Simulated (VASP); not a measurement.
# Ga4BAs3 (P1) in VASP: relaxation of cell and atoms with PBE

Aim: the relaxation of cell and atoms of Ga4BAs3 with PBE.

Program: VASP 6.6.1. These are calculated values, not measurements. Logs are shortened: lines on timing, memory, paths and dates and some standing lists are left out, and cuts for length are marked.

### Step 1. The cell of the first run

The typed cell holds 8 atoms: a = 5.487 Å, b = 5.596 Å, c = 5.436 Å, α = 90.41°, β = 90.53°, γ = 88.63°.

### Step 2. Relaxation of cell and atoms, PBE

File INCAR:

```
SYSTEM = Ga4BAs3
PREC = Accurate
ENCUT = 600
EDIFF = 1E-6
ISMEAR = 0
SIGMA = 0.2
LREAL = .FALSE.
LASPH = .TRUE.
NELM = 80
ALGO = Normal
ISIF = 3
LWAVE = .FALSE.
LCHARG = .FALSE.
GGA = PE
IBRION = 2
NSW = 80
EDIFFG = -0.025
```

File KPOINTS:

```
regular mesh
0
G
  4 4 4
  0 0 0
```

File POSCAR:

```
Ga4BAs3
1.0
    5.4869694833      0.0663753387     -0.0250367989
    0.0663753387      5.5952460266     -0.0196158332
   -0.0250367989     -0.0196158332      5.4359327047
Ga B As
4 1 3
Direct
    0.2227242221      0.2188412082      0.2271929883
    0.7961046357      0.8009555389      0.1783901731
    0.7771472617      0.2198241851      0.7586451827
    0.1937102265      0.7751346727      0.7858017412
    0.9932057333      0.0149315986     -0.0199542154
    0.4933058468     -0.0104736218      0.5425186949
    0.0223247525      0.4845673814      0.5055334545
    0.5014773214      0.4962190369      0.0218719808
```

Potentials or basis: VASP PAW PBE potentials, release 64 (Ga_d, B, As).

On the command line:

```sh
cat potpaw_PBE.64/Ga_d/POTCAR potpaw_PBE.64/B/POTCAR potpaw_PBE.64/As/POTCAR > POTCAR
mpirun -np 1 vasp_std > vasp.out
```

OUTCAR:

```text
SYSTEM = Ga4BAs3
   PREC = Accurate
   ENCUT = 600
   EDIFF = 1E-6
   ISMEAR = 0
   LREAL = .FALSE.
   LASPH = .TRUE.
   NELM = 80
   ISIF = 3
   GGA = PE
   IBRION = 2
   NSW = 80
   EDIFFG = -0.025

 ion  position               nearest neighbor table
   1  0.223  0.219  0.227-   5 2.17   7 2.37   8 2.48   6 2.59
   2  0.796  0.801  0.178-   5 1.97   8 2.52   7 2.78   6 2.78
   3  0.777  0.220  0.759-   5 2.02   6 2.35   7 2.46   8 2.57
   4  0.194  0.775  0.786-   5 2.01   7 2.42   6 2.46   8 2.61
   5  0.993  0.015  0.980-   2 1.97   4 2.01   3 2.02   1 2.17
   6  0.493  0.990  0.543-   3 2.35   4 2.46   1 2.59   2 2.78
   7  0.022  0.485  0.506-   1 2.37   4 2.42   3 2.46   2 2.78
   8  0.501  0.496  0.022-   1 2.48   2 2.52   3 2.57   4 2.61

  LATTYP: Found a triclinic cell.
 ALAT       =     5.4874280531
 B/A-ratio  =     1.4011077034
 C/A-ratio  =     1.7251298686
 COS(alpha) =     0.0005971340
 COS(beta)  =     0.5707862709
 COS(gamma) =     0.7072081663

  Lattice vectors:

 A1 = (   5.4869694833,   0.0663753387,  -0.0250367989)
 A2 = (   5.4619326844,   0.0467595055,   5.4108959058)
 A3 = (   5.4456309435,  -5.5092548547,  -5.4413536704)

Analysis of symmetry for initial positions (statically):
=====================================================================
 Subroutine PRICEL returns:
 Original cell was already a primitive cell.

 Routine SETGRP: Setting up the symmetry group for a
 triclinic supercell.

 Subroutine GETGRP returns: Found  1 space group operations
 (whereof  1 operations were pure point group operations)
 out of a pool of  2 trial point group operations.

The static configuration has the point symmetry C_1 .

Analysis of symmetry for dynamics (positions and initial velocities):
=====================================================================
 Subroutine PRICEL returns:
 Original cell was already a primitive cell.

 Routine SETGRP: Setting up the symmetry group for a
 triclinic supercell.

 Subroutine GETGRP returns: Found  1 space group operations
 (whereof  1 operations were pure point group operations)
 out of a pool of  2 trial point group operations.

The dynamic configuration has the point symmetry C_1 .

 Subroutine INISYM returns: Found  1 space group operations
 (whereof  1 operations are pure point group operations),
 and found     1 'primitive' translations

----------------------------------------------------------------------------------------

                                     Primitive cell

  volume of cell :     166.8588

  direct lattice vectors                    reciprocal lattice vectors
     5.486969483  0.066375339 -0.025036799     0.182279883 -0.002159436  0.000831752
     0.066375339  5.595246027 -0.019615833    -0.002159436  0.178750994  0.000635086
    -0.025036799 -0.019615833  5.435932705     0.000831752  0.000635086  0.183967193

  length of vectors
     5.487428053  5.595674094  5.436025753     0.182294572  0.178765166  0.183970170

  position of ions in fractional coordinates (direct lattice)
     0.222724222  0.218841208  0.227192988
     0.796104636  0.800955539  0.178390173
     0.777147262  0.219824185  0.758645183
     0.193710227  0.775134673  0.785801741
     0.993205733  0.014931599  0.980045785
     0.493305847  0.989526378  0.542518695
     0.022324752  0.484567381  0.505533454
     0.501477321  0.496219037  0.021871981

  ion indices of the primitive-cell ions
   primitive index   ion index
                 1           1
                 2           2
                 3           3
                 4           4
                 5           5
                 6           6
                 7           7
                 8           8

----------------------------------------------------------------------------------------

 KPOINTS: regular mesh

Automatic generation of k-mesh.
 Grid dimensions read from file:
 generate k-points for:    4    4    4

 Generating k-lattice:

  Cartesian coordinates                     Fractional coordinates (reciprocal lattice)
     0.045569971 -0.000539859  0.000207938     0.250000000 -0.000000000  0.000000000
    -0.000539859  0.044687749  0.000158771    -0.000000000  0.250000000  0.000000000
     0.000207938  0.000158771  0.045991798     0.000000000  0.000000000  0.250000000

  Length of vectors
     0.045573643  0.044691291  0.045992542

  Shift w.r.t. Gamma in fractional coordinates (k-lattice)
     0.000000000  0.000000000  0.000000000

 Subroutine IBZKPT returns following result:
 ===========================================

 Found     36 irreducible k-points:

 Following reciprocal coordinates:
            Coordinates               Weight
  0.000000  0.000000  0.000000      1.000000
  0.250000  0.000000  0.000000      2.000000
  0.500000  0.000000  0.000000      1.000000
 -0.000000  0.250000  0.000000      2.000000
  0.250000  0.250000  0.000000      2.000000
  0.500000  0.250000  0.000000      2.000000
[... 16 lines left out ...]
  0.000000 -0.250000  0.250000      2.000000
  0.250000 -0.250000  0.250000      2.000000
 [... further k-points ...]
   k-points           NKPTS =     36   k-points in BZ     NKDIM =     36   number of bands    NBANDS=     42
   number of dos      NEDOS =    301   number of ions     NIONS =      8
   total plane-waves  NPLWV = 110592
   dimension x,y,z NGX =    48 NGY =   48 NGZ =   48
   dimension x,y,z NGXF=    96 NGYF=   96 NGZF=   96
   ions per type =               4   1   3
   NGX,Y,Z   is equivalent  to a cutoff of  14.54, 14.26, 14.68 a.u.
   NGXF,Y,Z  is equivalent  to a cutoff of  29.08, 28.52, 29.36 a.u.
 SYSTEM =  Ga4BAs3
   PREC   = accura    normal or accurate (medium, high low for compatibility)
   ISTART =      0    job   : 0-new  1-cont  2-samecut
   ICHARG =      2    charge: 1-file 2-atom 10-const
   ISPIN  =      1    spin polarized calculation?
   LNONCOLLINEAR =      F non collinear calculations
   LSORBIT =      F    spin-orbit coupling
   LASPH  =      T    aspherical Exc in radial PAW
   ENCUT  =  600.0 eV  44.10 Ry    6.64 a.u.  10.96 11.18 10.86*2*pi/ulx,y,z
   NELM   =     80;   NELMIN=  2; NELMDL= -5     # of ELM steps
   EDIFF  = 0.1E-05   stopping-criterion for ELM
   LREAL  =      F    real-space projection
   EDIFFG = -.3E-01   stopping-criterion for IOM
   NSW    =     80    number of steps for IOM
   IBRION =      2    ionic relax: 0-MD 1-quasi-New 2-CG
   NFREE  =      1    steps in history (QN), initial steepest desc. (CG)
   ISIF   =      3    stress and relaxation
   ISYM   =      2    0-nonsym 1-usesym 2-fastsym
   POTIM  = 0.5000    time-step for ionic-motion
   TEBEG  =    0.0;   TEEND  =   0.0 temperature during run
   PSTRESS=    0.0 pullay stress
   NELECT =      70.0000    total number of electrons
   NUPDOWN=      -1.0000    fix difference up-down
   EMIN   =  10.00;   EMAX   =-10.00  energy-range for DOS
   EFERMI =   0.00;   METHOD = LEGACY
   ISMEAR =     0;   SIGMA  =   0.20  broadening in eV -4-tet -1-fermi 0-gaus
   EFERMI_NEDOS =   21; number of points for ismear=-14 and -15
   IALGO  =     38    algorithm
   IMIX   =      4    mixing-type and parameters
     AMIX     =   0.40;   BMIX     =  1.00
     AMIX_MAG =   1.60;   BMIX_MAG =  1.00
  volume/ion in A,a.u.               =      20.86       140.75
  Fermi-wavevector in a.u.,A,eV,Ry     =   1.225532  2.315919 20.434966  1.501928
  Thomas-Fermi vector in A             =   2.360566
   LORBIT       =      0    0 simple, 1 ext, 2 COOP (PROOUT), +10 PAW based schemes
   GGA     = PE    functional components
   LHFCALC =     F    Hartree Fock is set to
   AEXX    =    0.0000 exact exchange contribution
   IVDW    =     0    specifies the selected vdW correction
   LEPSILON=     F    determine dielectric tensor
   LRPA    =     F    only Hartree local field effects (RPA)
 conjugate gradient relaxation of ions
 non-spin polarized calculation
 Gauss-broadening in eV      SIGMA  =   0.20
  energy-cutoff  :      600.00
  volume of cell :      166.86
 maximum number of plane-waves:      5602
 NGX is ok and might be reduce to    48
   NGX = 21   NGY = 23   NGZ = 21

--------------------------------------- Ionic step        1  -------------------------------------------

 number of electron      69.9999996 magnetization

 Free energy of the ion-electron system (eV)
  ---------------------------------------------------
  ext. energy  EPLUGINS =         0.00000000
  ---------------------------------------------------
  free energy    TOTEN  =       -31.67684200 eV

  energy without entropy =      -31.60578583  energy(sigma->0) =      -31.64131391

------------------------ aborting loop because EDIFF is reached ----------------------------------------

  FORCE on cell =-STRESS in cart. coord.  units (eV):
  Direction    XX          YY          ZZ          XY          YZ          ZX
  --------------------------------------------------------------------------------------
  -------------------------------------------------------------------------------------
  Total        2.4744983      2.3772327      2.6843498      1.0472005      0.4995624     -1.4468787
  in kB       23.7601247     22.8261809     25.7751185     10.0552154      4.7967968    -13.8929245
  external PRESSURE =      24.1204747 kB  Pullay stress =       0.0000000 kB
[... 107 lines left out ...]
  FREE ENERGIE OF THE ION-ELECTRON SYSTEM (eV)
  ---------------------------------------------------
  free  energy   TOTEN  =       -32.1215652707 eV

  energy  without entropy=      -32.0474315468  energy(sigma->0) =      -32.08449841

[... ionic steps 4 to 16 ...]

--------------------------------------- Ionic step       17  -------------------------------------------

 number of electron      69.9999988 magnetization

------------------------ aborting loop because EDIFF is reached ----------------------------------------
[... 79 lines left out ...]
--------------------------------------- Ionic step       19  -------------------------------------------

 number of electron      69.9999984 magnetization

 Free energy of the ion-electron system (eV)
  ---------------------------------------------------
  ext. energy  EPLUGINS =         0.00000000
  ---------------------------------------------------
  free energy    TOTEN  =       -32.39556857 eV

  energy without entropy =      -32.32842004  energy(sigma->0) =      -32.36199430

 E-fermi :   3.1415     XC(G=0):  -9.6790

 val. band max:        3.1169972794   @ k =   0.5000   0.5000   0.2500
 cond. band min:       3.2409088659   @ k =   0.5000   0.5000   0.5000
 fundamental gap:      0.1239115864
 Fermi energy:         3.1414690262

 k-point     1 :       0.0000    0.0000    0.0000
  band No.  band energies     occupation
      1     -11.0758      2.00000
      2     -11.0752      2.00000
      3     -11.0098      2.00000
      4     -10.9729      2.00000
      5     -10.9727      2.00000
      6     -10.9724      2.00000
[... 1069 lines left out ...]
     41       8.6030      0.00000
     42       8.6129      0.00000

 [... further k-points ...]

------------------------ aborting loop because EDIFF is reached ----------------------------------------

  FORCE on cell =-STRESS in cart. coord.  units (eV):
  Direction    XX          YY          ZZ          XY          YZ          ZX
  --------------------------------------------------------------------------------------
  -------------------------------------------------------------------------------------
  Total       -0.1208172     -0.1153492     -0.1725188      0.0526994      0.0342584     -0.0030880
  in kB       -1.1392003     -1.0876421     -1.6267009      0.4969090      0.3230268     -0.0291172
  external PRESSURE =      -1.2845144 kB  Pullay stress =       0.0000000 kB
[... 23 lines left out ...]
  FREE ENERGIE OF THE ION-ELECTRON SYSTEM (eV)
  ---------------------------------------------------
  free  energy   TOTEN  =       -32.3955685722 eV

  energy  without entropy=      -32.3284200353  energy(sigma->0) =      -32.36199430

 reached required accuracy - stopping structural energy minimisation
```

Wall time 40 min (1 thread of Intel Xeon 6975P-C (Granite Rapids), shared host); peak memory 0.52 GiB.

What came out:

| Property | Result |
| --- | --- |
| Free energy | -32.3956 eV |
| Relaxed volume | 21.24 Å³/atom |
| Relaxed cell | a = 5.538 Å, b = 5.533 Å, c = 5.545 Å, α = 90.03°, β = 90.01°, γ = 90.06° |
| Space group after relaxing (to 0.1 Å) | P-43m (No. 215) |
| Energy gained by relaxing | 89.8 meV/atom |
| Ionic steps | 19 |
| Pressure after relaxing | -0.1 GPa |
| Largest force after relaxing | 0.024 eV/Å |
| Band gap on the k mesh | zero (bands 35 and 36 overlap by 1.61 eV) |

Forces on the atoms (eV/Å):
```
Ga  -0.010 -0.014 -0.002
Ga   0.022  0.003  0.008
Ga   0.007  0.001  0.001
Ga  -0.005  0.006  0.003
B    0.012 -0.001  0.007
As  -0.010  0.004 -0.011
As  -0.007  0.005  0.009
As  -0.009 -0.005 -0.016
```

The path:
| step | energy change (eV) | largest force (eV/Å) | pressure (GPa) | volume (Å³) |
| --- | --- | --- | --- | --- |
| 1 | 0.0000 | 2.0009 | 2.41 | 166.86 |
| 2 | -0.4391 | 0.7722 | -1.60 | 174.54 |
| 3 | -0.4447 | 0.7272 | -1.96 | 175.55 |
| 4 | -0.5998 | 0.4978 | -0.48 | 170.64 |
| 5 | -0.6238 | 0.4995 | 0.58 | 167.95 |
| 6 | -0.6691 | 0.3314 | 0.22 | 168.77 |
| 7 | -0.6781 | 0.3121 | 0.01 | 169.35 |
| 8 | -0.6927 | 0.1750 | -0.08 | 169.65 |
| 9 | -0.6935 | 0.2001 | -0.11 | 169.74 |
| 10 | -0.7063 | 0.1506 | 0.03 | 169.47 |
| 11 | -0.7104 | 0.1604 | 0.13 | 169.25 |
| 12 | -0.7105 | 0.1653 | 0.13 | 169.21 |
| 13 | -0.7152 | 0.0780 | -0.11 | 169.80 |
| 14 | -0.7154 | 0.0814 | -0.13 | 169.94 |
| 15 | -0.7176 | 0.0569 | 0.03 | 169.53 |
| 16 | -0.7176 | 0.0575 | 0.00 | 169.54 |
| 17 | -0.7185 | 0.0311 | 0.07 | 169.36 |
| 18 | -0.7186 | 0.0325 | 0.12 | 169.33 |
| 19 | -0.7187 | 0.0236 | -0.13 | 169.92 |

Final structure:
```xyz
8
Lattice="5.5379 -0.0037 -0.0002 -0.0024 5.5333 -0.0007 -0.0005 -0.0023 5.5451" Properties=species:S:1:pos:R:3 pbc="T T T"
Ga    1.2194    1.2135    1.2195
Ga    4.3156    4.3169    1.2180
Ga    4.3207    1.2129    4.3258
Ga    1.2141    4.3122    4.3268
B     5.5360   -0.0055    5.5433
As    2.7666    5.5292    2.7747
As    5.5363    2.7617    2.7679
As    2.7688    2.7650    0.0009
```

Levels at points of the mesh, in eV from the Fermi level:
```tsv
k point	band 32	band 33	band 34	band 35	band 36	band 37	band 38	band 39
(0.00, 0.00, 0.00)	-1.42	-1.41	1.05	1.06	1.07	1.74	1.75	2.25
(0.50, 0.00, 0.00)	-2.09	-0.71	-0.70	-0.56	-0.55	2.80	3.07	4.08
(0.00, 0.50, 0.00)	-2.09	-0.71	-0.71	-0.56	-0.55	2.79	3.06	4.08
(0.50, 0.50, 0.00)	-2.12	-0.53	-0.08	-0.07	0.13	3.68	3.82	3.90
(0.00, 0.00, 0.50)	-2.09	-0.71	-0.69	-0.55	-0.54	2.80	3.08	4.07
(0.50, 0.00, 0.50)	-2.11	-0.55	-0.09	-0.09	0.12	3.66	3.81	3.89
(0.00, 0.50, 0.50)	-2.12	-0.55	-0.08	-0.08	0.12	3.67	3.81	3.89
(0.50, 0.50, 0.50)	0.10	0.10	0.12	0.18	0.20	2.06	2.07	2.07
```
